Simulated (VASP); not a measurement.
## HPt6: single point with PBE

The system is HPt6, a slab with vacuum.

```
Pt H
1.0
     5.61458    0.00000    0.00000
    -2.80729    4.86237    0.00000
     0.00000    0.00000   22.61974
Pt H
12 2
Direct
  0.33333 0.16667 0.17684
  0.33333 0.66667 0.17684
  0.83333 0.16667 0.17684
  0.83333 0.66667 0.17684
  0.16667 0.33333 0.27896
  0.16667 0.83333 0.27896
  0.66667 0.33333 0.27896
  0.66667 0.83333 0.27896
  0.00000 0.00000 0.38107
  0.00000 0.50000 0.38107
  0.50000 0.00000 0.38107
  0.50000 0.50000 0.38107
  0.21658 0.43316 0.40097
  0.28342 0.56684 0.40097
```

```yaml
Program: VASP 6.6.1
Task: single point
Functional: PBE
Potentials_or_basis: VASP PAW PBE potentials, release 64 (Pt, H)
Cutoff: 520 eV
k_mesh: 6 × 6 × 1
Occupations: gaussian, width 0.1 eV
Spin: no spin polarisation
Dipole_correction: yes
Further_INCAR_settings: ALGO = Normal; EDIFF = 1e-06; NBANDS = 74
```

The largest force is 12.481 eV/Å. The band gap on the k mesh is zero (bands 61 and 62 overlap by 0.60 eV).

Forces in eV/Å, atoms in the order of the input:
```
Pt    0.011   0.012  -0.101
Pt    0.000   0.015  -0.004
Pt   -0.011   0.012  -0.101
Pt    0.000  -0.034   0.065
Pt    0.000  -0.137  -0.546
Pt   -0.023   0.127  -0.213
Pt    0.000  -0.121  -0.094
Pt    0.023   0.127  -0.213
Pt    0.000  -0.804  -0.190
Pt   -8.398  -0.065  -2.114
Pt    0.000   0.860  -0.289
Pt    8.398  -0.065  -2.114
H     0.000 -12.066   3.002
H     0.000  12.137   2.911
```

Levels at points of the mesh, in eV from the Fermi level:
```csv
k point,band 57,band 58,band 59,band 60,band 61,band 62,band 63,band 64,band 65,band 66
"(0.00, 0.00, 0.00)",0.14,0.22,0.27,0.31,0.35,0.59,0.60,0.61,0.82,0.84
"(0.50, 0.00, 0.00)",-0.66,-0.62,-0.21,-0.16,-0.02,0.01,0.23,0.26,1.40,1.54
"(0.00, 0.50, 0.00)",-0.69,-0.57,-0.45,-0.11,-0.10,0.05,0.20,0.26,0.90,1.60
```

Wall time 50 min on 1 thread of Intel Xeon 8259CL, with other jobs on the host, peak memory 0.88 GiB.

Caveat: spin-orbit coupling is left out, which moves the levels of the heavy elements.
